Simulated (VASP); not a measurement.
# Se: single point with PBE

Crystal: Se.

```
CELL_PARAMETERS angstrom
5.13738 0.00000 0.00000
0.00000 5.13738 0.00000
0.00000 0.00000 5.13738
ATOMIC_POSITIONS crystal
Se 0.00000 0.50000 0.50000
Se 0.50000 0.00000 0.50000
Se 0.50000 0.50000 0.00000
Se 0.50000 0.50000 0.50000
```

The cell was built from a structure type or drawn by symmetry, and may not be a known phase.

- Program: VASP 6.6.1
- Task: single point
- Functional: PBE
- Potentials or basis: VASP PAW PBE potentials, release 64 (Se)
- Cutoff: 520 eV
- k mesh: 10 × 10 × 10
- Occupations: gaussian, width 0.1 eV
- Spin: no spin polarisation
- Dipole correction: no
- Further INCAR settings: ALGO = Normal; EDIFF = 1e-06; NBANDS = 20

```
Pressure               : 0.1 GPa
Band gap on the k mesh : zero (bands 12 and 13 overlap by 0.70 eV)
```

Levels at points of the mesh, in eV from the Fermi level:
```csv
k point,band 10,band 11,band 12,band 13,band 14,band 15
"(0.00, 0.00, 0.00)",-0.35,-0.35,-0.35,-0.35,5.00,5.55
"(0.50, 0.00, 0.00)",-0.68,-0.66,-0.32,-0.32,0.04,5.53
"(0.50, 0.50, 0.00)",-1.06,-1.06,-0.14,-0.14,-0.10,0.81
"(0.50, 0.50, 0.50)",-1.43,-1.17,-1.17,0.50,0.83,0.83
```

It took 3 min on 1 thread of Intel Xeon 8259CL, on a shared host, peak memory 0.29 GiB.
